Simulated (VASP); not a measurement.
Wanted: the native input for a VASP 6.6.1 run.

```yaml
Task: relaxation of cell and atoms
Functional: PBE
Potentials_or_basis: VASP PAW PBE potentials, release 64 (P)
Cutoff: 600 eV
k_mesh: 22 × 22 × 24
Occupations: gaussian, width 0.1 eV
Spin: no spin polarisation
Dipole_correction: no
Further_INCAR_settings: ALGO = Normal; EDIFF = 1e-06; IBRION = 2; EDIFFG = -0.01; NSW = 100; ISIF = 3
```

The structure of P lies in POSCAR:

```
P
1.0
    2.4997529619      0.0000000000      0.0000000000
    0.0000000000      2.4997529619      0.0000000000
    0.0000000000      0.0000000000      2.3689067968
P
1
Direct
    0.0000000000      0.0000000000      0.0000000000
```

The cell was built from a structure type or drawn by symmetry, and may not be a known phase.

The input as run:

INCAR

```
ALGO = Normal ; EDIFF = 1E-6
EDIFFG = -0.01 ; ENCUT = 600
GGA = PE ; IBRION = 2
ISIF = 3 ; ISMEAR = 0
LASPH = True ; LCHARG = False
LREAL = False ; LWAVE = False
NELM = 100 ; NSW = 100
PREC = Accurate ; SIGMA = 0.1
```

KPOINTS

```
k-points
0
Gamma
  22 22 24
```

Potentials or basis: VASP PAW PBE potentials, release 64 (P).

The run is started by

```bash
$ cat potpaw_PBE.64/P/POTCAR > POTCAR
$ mpirun -np 1 vasp_std > vasp.out
```

Results of the run:

```json
{"Relaxed volume": "14.58 Å³/atom", "Relaxed cell": "a = 2.445 Å, b = 2.445 Å, c = 2.439 Å, α = 90.00°, β = 90.00°, γ = 90.00°", "Space group after relaxing (to 0.1 Å)": "Pm-3m (No. 221)", "Energy gained by relaxing": "18.2 meV/atom", "Ionic steps": "6", "Pressure after relaxing": "0.0 GPa", "Band gap on the k mesh": "zero (an odd number of electrons rules out a gap without spin polarisation)"}
```

Wall time 69 s on 1 thread of Intel(R) Xeon(R) 6975P-C (Granite Rapids), on a shared host, peak memory 0.2 GiB.
